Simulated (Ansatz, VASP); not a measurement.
# One calculation of LaLu2N3, two programs

```
CELL_PARAMETERS angstrom
3.48259 0.00000 0.00000
-1.74130 3.01601 0.00000
0.00000 0.00000 8.62605
ATOMIC_POSITIONS crystal
La 0.00000 0.00000 0.00000
Lu 0.66667 0.33333 0.65692
Lu 0.33333 0.66667 0.34308
N 0.00000 0.00000 0.50000
N 0.66667 0.33333 0.18694
N 0.33333 0.66667 0.81306
```

Alike in both runs: functional PBE; k mesh 12 × 12 × 4; occupations gaussian, width 0.1 eV; no spin polarisation.

Ansatz relaxed the structure, and its values are those at the end. VASP's run is a single point on that final structure, the one shown.

|  | VASP | Ansatz |
| --- | --- | --- |
| version | VASP 6.6.1 | Ansatz 0.2.0 |
| potentials or method | VASP PAW PBE potentials, release 64 (La, Lu, N), cutoff 520 eV | scalar-relativistic, plane waves, PAW |
| valence electrons in the cell | 76 | 76 |

|  | VASP | Ansatz | Ansatz less VASP |
| --- | --- | --- | --- |
| gap on the k mesh at the Fermi level (eV) | none | none | - |
| pressure (GPa) | 0.4 | 0.0 | -0.39 |
| rms of the force components (eV/Å) | 0.020 | 0.000 | -0.0195 |

A gap of «none» marks a metal or a gap that the smearing closes.

Spin-orbit coupling is off throughout.
